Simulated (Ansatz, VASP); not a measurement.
Hf7N8: VASP beside Ansatz

```
CELL_PARAMETERS angstrom
0.00000 4.51200 4.51200
4.51200 0.00000 4.51200
4.51200 4.51200 0.00000
ATOMIC_POSITIONS crystal
N 0.25000 0.25000 0.25000
N 0.25604 0.25604 0.74396
N 0.25604 0.74396 0.25604
N 0.25604 0.74396 0.74396
N 0.74396 0.25604 0.25604
N 0.74396 0.25604 0.74396
N 0.74396 0.74396 0.25604
N 0.75000 0.75000 0.75000
Hf 0.00000 0.00000 0.50000
Hf 0.00000 0.50000 0.00000
Hf 0.00000 0.50000 0.50000
Hf 0.50000 0.00000 0.00000
Hf 0.50000 0.00000 0.50000
Hf 0.50000 0.50000 0.00000
Hf 0.50000 0.50000 0.50000
```

Alike in both runs: functional PBE; dispersion D4; k mesh 2 × 2 × 2; no spin polarisation.

Ansatz relaxed the structure, and its values are those at the end. VASP's run is a single point on that final structure, the one shown.

|  | VASP | Ansatz |
| --- | --- | --- |
| version | VASP 6.6.1 | Ansatz 0.2.0 |
| potentials or method | VASP PAW PBE potentials, release 64 (N, Hf_pv) | plane waves, norm-conserving potentials |
| plane-wave cutoff (eV) | 520 | 1240 |
| occupations | methfessel-paxton of order 1, width 0.02 eV | cold, width 0.02 eV |
| valence electrons in the cell | 110 | 222 |

|  | VASP | Ansatz | Ansatz less VASP |
| --- | --- | --- | --- |
| gap on the k mesh at the Fermi level (eV) | none | none | - |
| rms of the force components (eV/Å) | 0.038 | 0.001 | -0.0370 |

A gap of «none» marks a metal or a gap that the smearing closes. VASP's potentials hold 110 valence electrons a cell and Ansatz's 222, so a difference there can come from the potentials and not from the codes.

The k mesh is coarse, so the values compare programs but aren't converged. Neither program's run includes spin-orbit coupling.
